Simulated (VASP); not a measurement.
# B (P6_522) in VASP: further runs

The runs below take B through single point, relaxation of cell and atoms, with PBE.

Program: VASP 6.6.1. These are calculated values, not measurements. Logs are shortened: lines on timing, memory, paths and dates and some standing lists are left out, and cuts for length are marked.

### 1 The cell of the first run

The structure is hexagonal, space group P6_522 (No. 179). Conventional cell: a = 4.482 Å, b = 4.482 Å, c = 5.494 Å, α = 90.00°, β = 90.00°, γ = 120.00°. B (site symmetry 1) has 5 B at 1.68 to 1.83 Å within 2.2 Å.

### 2 Single point, PBE

Contents of INCAR:

```
  PREC = Accurate
  ENCUT = 520
  EDIFF = 1E-6
  ISMEAR = 0
  SIGMA = 0.1
  LREAL = F
  LASPH = T
  NELM = 100
  ALGO = Normal
  ISIF = 2
  LWAVE = F
  LCHARG = T
  GGA = PE
  LELF = T
  LVHAR = T
  NBANDS = 30
```

Contents of KPOINTS:

```
regular mesh
0
Gamma
  12 12 8
```

Contents of POSCAR:

```
B
1.0
    4.4818179120      0.0000000000      0.0000000000
   -2.2409089560      3.8813681669      0.0000000000
    0.0000000000      0.0000000000      5.4941407924
B
12
Direct
    0.3508645680      0.3561458252      0.6786759196
    0.6438541748      0.9947187428      0.3453425862
    0.0052812572      0.6491354320      0.0120092529
    0.6491354320      0.6438541748      0.1786759196
    0.3561458252      0.0052812572      0.8453425862
    0.9947187428      0.3508645680      0.5120092529
    0.9947187428      0.6438541748      0.3213240804
    0.3561458252      0.3508645680      0.9879907471
    0.6491354320      0.0052812572      0.6546574138
    0.0052812572      0.3561458252      0.8213240804
    0.6438541748      0.6491354320      0.4879907471
    0.3508645680      0.9947187428      0.1546574138
```

Potentials or basis: VASP PAW PBE potentials, release 64 (B).

Command:

```bash
$ cat potpaw_PBE.64/B/POTCAR > POTCAR
$ mpirun -np 1 vasp_std > vasp.out
```

OUTCAR:

```text
PREC = Accurate
   ENCUT = 520
   EDIFF = 1E-6
   ISMEAR = 0
   LREAL = F
   LASPH = T
   NELM = 100
   ISIF = 2
   GGA = PE

 ion  position               nearest neighbor table
   1  0.351  0.356  0.679-  11 1.68   8 1.70  10 1.74   5 1.83   6 1.83
   2  0.644  0.995  0.345-  12 1.68   9 1.70  11 1.74   4 1.83   6 1.83
   3  0.005  0.649  0.012-  10 1.68   7 1.70  12 1.74   5 1.83   4 1.83
   4  0.649  0.644  0.179-   8 1.68  11 1.70   7 1.74   2 1.83   3 1.83
   5  0.356  0.005  0.845-   9 1.68  12 1.70   8 1.74   1 1.83   3 1.83
   6  0.995  0.351  0.512-   7 1.68  10 1.70   9 1.74   2 1.83   1 1.83
   7  0.995  0.644  0.321-   6 1.68   3 1.70   4 1.74  12 1.83  11 1.83
   8  0.356  0.351  0.988-   4 1.68   1 1.70   5 1.74  12 1.83  10 1.83
   9  0.649  0.005  0.655-   5 1.68   2 1.70   6 1.74  10 1.83  11 1.83
  10  0.005  0.356  0.821-   3 1.68   6 1.70   1 1.74   9 1.83   8 1.83
  11  0.644  0.649  0.488-   1 1.68   4 1.70   2 1.74   9 1.83   7 1.83
  12  0.351  0.995  0.155-   2 1.68   5 1.70   3 1.74   7 1.83   8 1.83

  LATTYP: Found a hexagonal cell.
 ALAT       =     4.4818179120
 C/A-ratio  =     1.2258732729

  Lattice vectors:

 A1 = (   4.4818179120,   0.0000000000,   0.0000000000)
 A2 = (  -2.2409089560,   3.8813681669,   0.0000000000)
 A3 = (   0.0000000000,   0.0000000000,   5.4941407924)

Analysis of symmetry for initial positions (statically):
=====================================================================
 Subroutine PRICEL returns:
 Original cell was already a primitive cell.

 Routine SETGRP: Setting up the symmetry group for a
 hexagonal supercell.

 Subroutine GETGRP returns: Found 12 space group operations
 (whereof  2 operations were pure point group operations)
 out of a pool of 24 trial point group operations.

The static configuration has the point symmetry C_2 .
 The point group associated with its full space group is D_6 .

Analysis of symmetry for dynamics (positions and initial velocities):
=====================================================================
 Subroutine PRICEL returns:
 Original cell was already a primitive cell.

 Routine SETGRP: Setting up the symmetry group for a
 hexagonal supercell.

 Subroutine GETGRP returns: Found 12 space group operations
 (whereof  2 operations were pure point group operations)
 out of a pool of 24 trial point group operations.

The dynamic configuration has the point symmetry C_2 .
 The point group associated with its full space group is D_6 .

 Subroutine INISYM returns: Found 12 space group operations
 (whereof  2 operations are pure point group operations),
 and found     1 'primitive' translations

----------------------------------------------------------------------------------------

                                     Primitive cell

  volume of cell :      95.5738

  direct lattice vectors                    reciprocal lattice vectors
     4.481817912  0.000000000  0.000000000     0.223123746  0.128820555  0.000000000
    -2.240908956  3.881368167  0.000000000     0.000000000  0.257641109  0.000000000
     0.000000000  0.000000000  5.494140792     0.000000000  0.000000000  0.182012081

  length of vectors
     4.481817912  4.481817912  5.494140792     0.257641109  0.257641109  0.182012081

  position of ions in fractional coordinates (direct lattice)
     0.350864568  0.356145825  0.678675920
     0.643854175  0.994718743  0.345342586
     0.005281257  0.649135432  0.012009253
     0.649135432  0.643854175  0.178675920
     0.356145825  0.005281257  0.845342586
     0.994718743  0.350864568  0.512009253
     0.994718743  0.643854175  0.321324080
     0.356145825  0.350864568  0.987990747
     0.649135432  0.005281257  0.654657414
     0.005281257  0.356145825  0.821324080
     0.643854175  0.649135432  0.487990747
     0.350864568  0.994718743  0.154657414

  ion indices of the primitive-cell ions
   primitive index   ion index
                 1           1
                 2           2
                 3           3
                 4           4
                 5           5
                 6           6
                 7           7
                 8           8
                 9           9
                10          10
                11          11
                12          12

----------------------------------------------------------------------------------------

 KPOINTS: regular mesh

Automatic generation of k-mesh.
 Grid dimensions read from file:
 generate k-points for:   12   12    8

 Generating k-lattice:

  Cartesian coordinates                     Fractional coordinates (reciprocal lattice)
     0.018593645  0.010735046  0.000000000     0.083333333  0.000000000  0.000000000
     0.000000000  0.021470092  0.000000000     0.000000000  0.083333333  0.000000000
     0.000000000  0.000000000  0.022751510     0.000000000  0.000000000  0.125000000

  Length of vectors
     0.021470092  0.021470092  0.022751510

  Shift w.r.t. Gamma in fractional coordinates (k-lattice)
     0.000000000  0.000000000  0.000000000

 Subroutine IBZKPT returns following result:
 ===========================================

 Found     95 irreducible k-points:

 Following reciprocal coordinates:
            Coordinates               Weight
  0.000000  0.000000  0.000000      1.000000
  0.083333  0.000000  0.000000      6.000000
  0.166667  0.000000  0.000000      6.000000
  0.250000  0.000000  0.000000      6.000000
  0.333333  0.000000  0.000000      6.000000
  0.416667  0.000000  0.000000      6.000000
[... 16 lines left out ...]
  0.250000  0.000000  0.125000     12.000000
  0.333333  0.000000  0.125000     12.000000
 [... further k-points ...]
   k-points           NKPTS =     95   k-points in BZ     NKDIM =     95   number of bands    NBANDS=     30
   number of dos      NEDOS =    301   number of ions     NIONS =     12
   total plane-waves  NPLWV =  54432
   dimension x,y,z NGX =    36 NGY =   36 NGZ =   42
   dimension x,y,z NGXF=    72 NGYF=   72 NGZF=   84
   ions per type =              12
   NGX,Y,Z   is equivalent  to a cutoff of  13.35, 13.35, 12.71 a.u.
   NGXF,Y,Z  is equivalent  to a cutoff of  26.71, 26.71, 25.42 a.u.
 SYSTEM =  unknown system
   PREC   = accura    normal or accurate (medium, high low for compatibility)
   ISTART =      0    job   : 0-new  1-cont  2-samecut
   ICHARG =      2    charge: 1-file 2-atom 10-const
   ISPIN  =      1    spin polarized calculation?
   LNONCOLLINEAR =      F non collinear calculations
   LSORBIT =      F    spin-orbit coupling
   LASPH  =      T    aspherical Exc in radial PAW
   ENCUT  =  520.0 eV  38.22 Ry    6.18 a.u.   8.33  8.33 10.22*2*pi/ulx,y,z
   NELM   =    100;   NELMIN=  2; NELMDL= -5     # of ELM steps
   EDIFF  = 0.1E-05   stopping-criterion for ELM
   LREAL  =      F    real-space projection
   EDIFFG = 0.1E-04   stopping-criterion for IOM
   NSW    =      0    number of steps for IOM
   IBRION =     -1    ionic relax: 0-MD 1-quasi-New 2-CG
   NFREE  =      0    steps in history (QN), initial steepest desc. (CG)
   ISIF   =      2    stress and relaxation
   ISYM   =      2    0-nonsym 1-usesym 2-fastsym
   POTIM  = 0.5000    time-step for ionic-motion
   TEBEG  =    0.0;   TEEND  =   0.0 temperature during run
   PSTRESS=    0.0 pullay stress
   NELECT =      36.0000    total number of electrons
   NUPDOWN=      -1.0000    fix difference up-down
   EMIN   =  10.00;   EMAX   =-10.00  energy-range for DOS
   EFERMI =   0.00;   METHOD = LEGACY
   ISMEAR =     0;   SIGMA  =   0.10  broadening in eV -4-tet -1-fermi 0-gaus
   EFERMI_NEDOS =   21; number of points for ismear=-14 and -15
   IALGO  =     38    algorithm
   IMIX   =      4    mixing-type and parameters
     AMIX     =   0.40;   BMIX     =  1.00
     AMIX_MAG =   1.60;   BMIX_MAG =  1.00
  volume/ion in A,a.u.               =       7.96        53.75
  Fermi-wavevector in a.u.,A,eV,Ry     =   1.182305  2.234232 19.018825  1.397844
  Thomas-Fermi vector in A             =   2.318561
   LORBIT       =      0    0 simple, 1 ext, 2 COOP (PROOUT), +10 PAW based schemes
   GGA     = PE    functional components
   LHFCALC =     F    Hartree Fock is set to
   AEXX    =    0.0000 exact exchange contribution
   IVDW    =     0    specifies the selected vdW correction
   LEPSILON=     F    determine dielectric tensor
   LRPA    =     F    only Hartree local field effects (RPA)
 non-spin polarized calculation
 Gauss-broadening in eV      SIGMA  =   0.10
  energy-cutoff  :      520.00
  volume of cell :       95.57
 maximum number of plane-waves:      2594
 NGX is ok and might be reduce to    36
   NGX = 17   NGY = 17   NGZ = 21

 number of electron      36.0000001 magnetization

 Free energy of the ion-electron system (eV)
  ---------------------------------------------------
  ext. energy  EPLUGINS =         0.00000000
  ---------------------------------------------------
  free energy    TOTEN  =       -74.82227819 eV

  energy without entropy =      -74.81511256  energy(sigma->0) =      -74.81869537

 E-fermi :   4.8263     XC(G=0): -11.2152

 val. band max:        4.8127568812   @ k =   0.3333   0.0833   0.1250
 cond. band min:       4.8344932908   @ k =   0.1667   0.0833   0.3750
 fundamental gap:      0.0217364096
 Fermi energy:         4.8263020870

 k-point     1 :       0.0000    0.0000    0.0000
  band No.  band energies     occupation
      1      -9.9094      2.00000
      2      -6.8410      2.00000
      3      -6.8410      2.00000
      4      -2.9800      2.00000
      5      -2.9800      2.00000
      6      -2.5263      2.00000
[... 22 lines left out ...]
     29      14.3182      0.00000
     30      14.9350      0.00000
[... 728 lines left out ...]
  band No.  band energies     occupation
      1      -9.1068      2.00000
      2      -7.4423      2.00000
      3      -6.4308      2.00000
      4      -5.1746      2.00000
      5      -3.9021      2.00000
      6      -3.0907      2.00000
[... 22 lines left out ...]
     29      12.9890      0.00000
     30      13.3519      0.00000

 [... further k-points ...]

------------------------ aborting loop because EDIFF is reached ----------------------------------------

  FORCE on cell =-STRESS in cart. coord.  units (eV):
  Direction    XX          YY          ZZ          XY          YZ          ZX
  --------------------------------------------------------------------------------------
  -------------------------------------------------------------------------------------
  Total       -0.0048716     -0.0048716      0.0305845      0.0000000     -0.0000000      0.0000000
  in kB       -0.0816665     -0.0816665      0.5127110      0.0000000     -0.0000000      0.0000000
  external PRESSURE =       0.1164594 kB  Pullay stress =       0.0000000 kB

 VOLUME and BASIS-vectors are now :
 -----------------------------------------------------------------------------
  energy-cutoff  :      520.00
  volume of cell :       95.57
      direct lattice vectors                 reciprocal lattice vectors
     4.481817912  0.000000000  0.000000000     0.223123746  0.128820555  0.000000000
    -2.240908956  3.881368167  0.000000000     0.000000000  0.257641109  0.000000000
     0.000000000  0.000000000  5.494140792     0.000000000  0.000000000  0.182012081

 POSITION                                       TOTAL-FORCE (eV/Angst)
 -----------------------------------------------------------------------------------
      0.77442      1.38233      3.72874         0.005061      0.003202     -0.006367
      0.65656      3.86087      1.89736        -0.005303      0.002783     -0.006367
     -1.43098      2.51953      0.06598         0.000242     -0.005984     -0.006367
      1.46649      2.49904      0.98167        -0.005061     -0.003202     -0.006367
      1.58435      0.02050      4.64443         0.005303     -0.002783     -0.006367
      3.67189      1.36183      2.81305        -0.000242      0.005984     -0.006367
      3.01533      2.49904      1.76540         0.005061     -0.003202      0.006367
      0.80993      1.36183      5.42816         0.000242      0.005984      0.006367
      2.89747      0.02050      3.59678        -0.005303     -0.002783      0.006367
     -0.77442      1.38233      4.51247        -0.005061      0.003202      0.006367
      1.43098      2.51953      2.68109        -0.000242     -0.005984      0.006367
     -0.65656      3.86087      0.84971         0.005303      0.002783      0.006367
 -----------------------------------------------------------------------------------
    total drift:                                0.000000     -0.000000     -0.000000

  FREE ENERGIE OF THE ION-ELECTRON SYSTEM (eV)
  ---------------------------------------------------
  free  energy   TOTEN  =       -74.8222781880 eV

  energy  without entropy=      -74.8151125602  energy(sigma->0) =      -74.81869537
```

Run time: 2 min. Hardware: 1 thread of Intel Xeon 6975P-C (Granite Rapids), shared host; peak memory 0.32 GiB.

Results:

| Property | Result |
| --- | --- |
| Free energy | -74.8223 eV |
| Pressure | 0.0 GPa |
| Largest force | 0.009 eV/Å |
| Band gap on the k mesh | zero (band 18 reaches 5.70 eV, above the bottom of band 19 at 3.45 eV) |

Forces in eV/Å, atoms in the order of the input:
```
B    0.005  0.003 -0.006
B   -0.005  0.003 -0.006
B    0.000 -0.006 -0.006
B   -0.005 -0.003 -0.006
B    0.005 -0.003 -0.006
B    0.000  0.006 -0.006
B    0.005 -0.003  0.006
B    0.000  0.006  0.006
B   -0.005 -0.003  0.006
B   -0.005  0.003  0.006
B    0.000 -0.006  0.006
B    0.005  0.003  0.006
```

Levels at points of the mesh, in eV from the Fermi level:
```
           k point  band 14  band 15  band 16  band 17  band 18  band 19  band 20  band 21  band 22  band 23
(0.00, 0.00, 0.00)    -2.45    -2.38    -2.30    -1.62    -1.62    -1.37     0.28     0.28     2.80     2.80
(0.50, 0.00, 0.00)    -1.97    -1.68    -1.33    -0.47    -0.47     1.90     1.92     2.21     4.38     4.99
(0.00, 0.00, 0.50)    -2.46    -2.10    -2.10    -2.00    -2.00    -0.71    -0.71     2.73     2.73     5.28
(0.50, 0.00, 0.50)    -2.58    -1.84    -1.84    -0.67    -0.67     1.43     1.43     2.16     2.16     4.56
```

(Part 1 of 2 ends here.)
